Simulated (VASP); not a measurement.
Wanted: the native input for a VASP 6.6.1 run.

| Quantity | Value |
| --- | --- |
| Task | single point |
| Functional | PBE |
| Potentials or basis | VASP PAW PBE potentials, release 64 (Li_sv, F) |
| Cutoff | 520 eV |
| k mesh | 3 × 3 × 3 |
| Occupations | gaussian, width 0.15 eV |
| Spin | no spin polarisation |
| Dipole correction | no |
| Further INCAR settings | LREAL = Auto; ALGO = Normal; EDIFF = 1e-06; NBANDS = 42 |

The structure of Li16F (a cell with a defect) lies in POSCAR:

```
Li16F
1.0
    6.9800000000      0.0000000000      0.0000000000
    0.0000000000      6.9800000000      0.0000000000
    0.0000000000      0.0000000000      6.9800000000
Li F
16 1
Direct
   -0.0005185131      0.0034419682      0.0199558386
    0.4997842397     -0.0045153112      0.0045965598
   -0.0006591913      0.4754696531     -0.0174425226
   -0.0005250277      0.0034711686      0.4802348915
    0.2669412202      0.2741312442      0.2501126811
    0.4994938470      0.5135472718     -0.0081581179
    0.4997911377     -0.0045089223      0.4955945332
    0.7316194573      0.2741959794      0.2501093828
   -0.0006566961      0.4754513771      0.5176853209
    0.2299549910      0.7462054271      0.2500767914
    0.2573244701      0.2359264228      0.7500846047
    0.4994983408      0.5135968608      0.5082836955
    0.7688615618      0.7459569175      0.2500832847
    0.7418880975      0.2356473614      0.7500807937
    0.2447174294      0.7543198803      0.7500330321
    0.7541111469      0.7542607633      0.7500264461
   -0.0003802510      0.8745289177      0.2500527744
```

The input as run:

INCAR

```
SYSTEM = Li16F
PREC = Accurate
ENCUT = 520
EDIFF = 1E-6
ISMEAR = 0
SIGMA = 0.15
LREAL = Auto
LASPH = .TRUE.
NELM = 80
ALGO = Normal
ISIF = 2
LWAVE = .FALSE.
LCHARG = .TRUE.
GGA = PE
LELF = .TRUE.
LVHAR = .TRUE.
NBANDS = 42
```

KPOINTS

```
regular mesh
0
G
  3 3 3
  0 0 0
```

Potentials or basis: VASP PAW PBE potentials, release 64 (Li_sv, F).

The run is started by

```sh
$ cat potpaw_PBE.64/Li_sv/POTCAR potpaw_PBE.64/F/POTCAR > POTCAR
$ mpirun -np 1 vasp_std > vasp.out
```

Results of the run:

```
Largest force : 0.018 eV/Å
```

Caveat: an odd number of electrons without spin polarisation forces a metal; a magnetic or distorted state may lie lower.

It took 3.1 min on 1 thread of AMD EPYC 9R45 96-Core Processor (Zen 5), on a shared host, peak memory 0.39 GiB.
